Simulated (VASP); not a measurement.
**Cd: single point with LDA**

Cd:

```
Cd
1.0
    -1.62195    1.62195    1.62195
     1.62195   -1.62195    1.62195
     1.62195    1.62195   -1.62195
Cd
1
Cartesian
  0.0000 0.0000 0.0000
```

This isn't the form of Cd at room conditions, which is hcp.

```json
{"Program": "VASP 6.6.1", "Task": "single point", "Functional": "LDA", "Potentials or basis": "VASP PAW LDA potentials, release 64 (Cd_sv_GW)", "Cutoff": "630 eV", "k mesh": "15 × 15 × 15", "Occupations": "fermi-dirac, width 0.1 eV", "Spin": "no spin polarisation"}
```

The pressure is 18.3 GPa and the band gap on the k mesh is zero (bands 10 and 11 overlap by 3.37 eV).

Levels at points of the mesh, in eV from the Fermi level:
```tsv
k point	band 6	band 7	band 8	band 9	band 10	band 11	band 12	band 13	band 14	band 15
(0.00, 0.00, 0.00)	-10.44	-10.44	-10.44	-9.37	-9.37	15.12	15.12	15.12	19.74	19.74
```

It took 22 s on 1 thread of AMD EPYC 9R45 96-Core Processor (Zen 5), with other jobs on the host, peak memory 0.14 GiB.

Caveat: the cell stands under pressure.
